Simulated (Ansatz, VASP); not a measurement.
# Two plane-wave programs on AlNi

```
Ni Al
1.0
     2.88100    0.00000    0.00000
     0.00000    2.88100    0.00000
     0.00000    0.00000    2.88100
Ni Al
1 1
Direct
  0.50000 0.50000 0.50000
  0.00000 0.00000 0.00000
```

Alike in both runs: task relaxation of cell and atoms; functional revPBE; dispersion D3(BJ); k mesh 9 × 9 × 9; occupations fermi-dirac, width 0.05 eV; collinear spin.

```csv
,VASP,Ansatz
version,VASP 6.6.1,Ansatz 0.2.0
potentials or method,"VASP PAW PBE potentials, release 64 (Ni, Al)",Ansatz PAW
plane-wave cutoff (eV),600,420
valence electrons in the cell,13,21
```

```tsv
	VASP	Ansatz	Ansatz less VASP
gap on the k mesh at the Fermi level, each at its own relaxed structure (eV)	none	none	-
net moment per atom (μB)	0.00	0.00	0.000
relaxed volume (Å³/atom)	11.46	11.45	-0.002
relaxed cell length with the largest relative difference (Å)	2.840	2.840	-0.0002
```

VASP's potentials were made for PBE, not for revPBE. A gap of «none» marks a metal or a gap that the smearing closes. VASP's potentials hold 13 valence electrons a cell and Ansatz's 21, so a difference there can come from the potentials and not from the codes.

Noted on Ansatz's run: the plane-wave basis is chosen anew once the cell has moved, so the energies of steps on either side of that aren't comparable.
